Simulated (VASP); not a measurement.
A run of VASP 6.6.1 is set up as follows.

File INCAR:

```
SYSTEM = Pt
PREC     = Accurate       ! precision mode
ENCUT    = 520            ! plane-wave cutoff, eV
EDIFF    = 1E-6           ! SCF threshold, eV
ISMEAR   = -1             ! smearing method
SIGMA    = 0.1            ! smearing width, eV
LREAL    = .False.        ! projectors in reciprocal space
LASPH    = .True.         ! aspherical terms in the spheres
NELM     = 100            ! most SCF steps
ALGO     = Normal         ! electronic algorithm
ISIF     = 2              ! what is computed and relaxed
LWAVE    = .False.        ! write WAVECAR
LCHARG   = .False.        ! write CHGCAR
GGA      = RE             ! functional
NBANDS   = 11             ! bands
```

Contents of KPOINTS:

```
Automatic mesh
0
Gamma
  22 22 22
  0 0 0
```

POSCAR

```
Pt
1.0
    0.0000000000      1.9391804302      1.9391804302
    1.9391804302      0.0000000000      1.9391804302
    1.9391804302      1.9391804302      0.0000000000
Pt
1
Direct
    0.0000000000      0.0000000000      0.0000000000
```

Potentials or basis: VASP PAW PBE potentials, release 64 (Pt).

Launch:

```bash
$ cat potpaw_PBE.64/Pt/POTCAR > POTCAR
$ mpirun -np 1 vasp_std > vasp.out
```

(1) Predict the pressure.

(2) Estimate the band gap on the k mesh.

Answers

(1) 23.9 GPa.

(2) zero (band 5 reaches 12.51 eV, above the bottom of band 6 at 10.14 eV).

Caveat: the PAW data sets were made with another functional, which shifts forces and pressure a little; spin-orbit coupling is left out, which moves the levels of the heavy elements.
